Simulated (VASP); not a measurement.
Input of a VASP 6.6.1 run:

INCAR

```
PREC = Accurate
ENCUT = 520
EDIFF = 1E-6
ISMEAR = -1
SIGMA = 0.1
LREAL = Auto
LASPH = True
NELM = 80
ALGO = Normal
ISIF = 2
LWAVE = False
LCHARG = False
GGA = CA
NBANDS = 86
```

File KPOINTS:

```
Automatic mesh
0
Gamma
  2 2 2
```

The input POSCAR:

```
Pb7S8
1.0
    0.0000000000      5.9524036400      5.9524036400
    5.9524036400      0.0000000000      5.9524036400
    5.9524036400      5.9524036400      0.0000000000
Pb S
7 8
Direct
    0.0015941459     -0.0004626702      0.0003687586
   -0.0110788858      0.0067369423      0.5032687938
   -0.0111511255      0.5021613420      0.0079080659
    0.4874203222      0.0020406042      0.0031213441
    0.4873275865      0.0020834441      0.5095745657
    0.4872364469      0.5083784943      0.0032506196
    0.9891572138      0.5019967026      0.5032785377
    0.2552214352      0.2481316942      0.2491591783
    0.2447344112      0.2280693787      0.7644268224
    0.2446929993      0.7634434381      0.2290248751
    0.2446930833      0.7634667060      0.7646198536
    0.7727884865      0.2359216688      0.2370775044
    0.7728082264      0.2359009209      0.7560140024
    0.7729136460      0.7549906343      0.2369600728
    0.7552375094      0.7481472644      0.7491241807
```

Potentials or basis: VASP PAW LDA potentials, release 64 (Pb_d, S).

Run with:

```console
$ cat potpaw_LDA.64/Pb_d/POTCAR potpaw_LDA.64/S/POTCAR > POTCAR
$ mpirun -np 1 vasp_std > vasp.out
```

(1) Estimate the largest force.

(2) Estimate the band gap on the k mesh.

(3) Estimate the pressure.

Results:

(1) 0.018 eV/Å.

(2) zero (bands 73 and 74 overlap by 0.18 eV).

(3) -4.2 GPa.

Caveat: the k points lie up to 0.46 Å⁻¹ apart; spin-orbit coupling is left out, which moves the levels of the heavy elements.
